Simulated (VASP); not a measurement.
## KCdCO3F: single point with PBE+D3(BJ)

Crystal: KCdCO3F.

```xyz
7
Lattice="5.0871 0.0000 0.0000 -2.5436 4.4056 0.0000 0.0000 0.0000 4.4531" Properties=species:S:1:pos:R:3 pbc="T T T"
K     0.0000    0.0000    0.0000
Cd    2.5436    1.4685    2.2266
C     0.0000    2.9371    2.2266
O     0.0000    1.6458    2.2266
O    -1.1183    3.5827    2.2266
O     1.1183    3.5827    2.2266
F     2.5436    1.4685    0.0000
```

```yaml
Program: VASP 6.6.1
Task: single point
Functional: PBE
Dispersion: D3(BJ)
Potentials_or_basis: VASP PAW PBE potentials, release 64 (K_sv, Cd, C, O, F)
Cutoff: 520 eV
k_mesh: 6 × 6 × 6
Occupations: gaussian, width 0.02 eV
Spin: no spin polarisation
```

```yaml
Pressure: 0.8 GPa
Largest_force: 0.261 eV/Å
Band_gap_on_the_k_mesh: 1.88 eV
Dispersion_energy_per_atom: -0.143 eV
```

Forces on the atoms (eV/Å):
```
K    0.000  0.000  0.000
Cd   0.000  0.000  0.000
C    0.000  0.000  0.000
O    0.000 -0.261  0.000
O   -0.226  0.130  0.000
O    0.226  0.130  0.000
F    0.000  0.000  0.000
```

Stress tensor (GPa, compression positive):
```
0.98 0.00 0.00
0.00 0.98 0.00
0.00 0.00 0.38
```

Levels at points of the mesh, in eV from the valence-band top:
```csv
k point,band 21,band 22,band 23,band 24,band 25,band 26,band 27,band 28,band 29,band 30
"(0.00, 0.00, 0.00)",-1.75,-1.75,-1.46,-1.46,0.00,1.88,5.83,6.32,8.98,8.98
"(0.50, 0.00, 0.00)",-2.95,-1.94,-1.44,-1.42,-0.13,4.11,5.88,6.13,8.56,9.55
"(0.00, 0.00, 0.50)",-1.90,-1.90,-1.39,-1.39,0.00,4.13,5.14,6.37,9.20,9.20
"(0.50, 0.00, 0.50)",-2.20,-1.70,-1.35,-1.33,-0.13,5.59,5.97,6.98,7.86,8.39
```

Run time: 100 s on 1 thread of Intel Xeon 8259CL (shared host), peak memory 0.31 GiB.

A k mesh can miss the band edges.
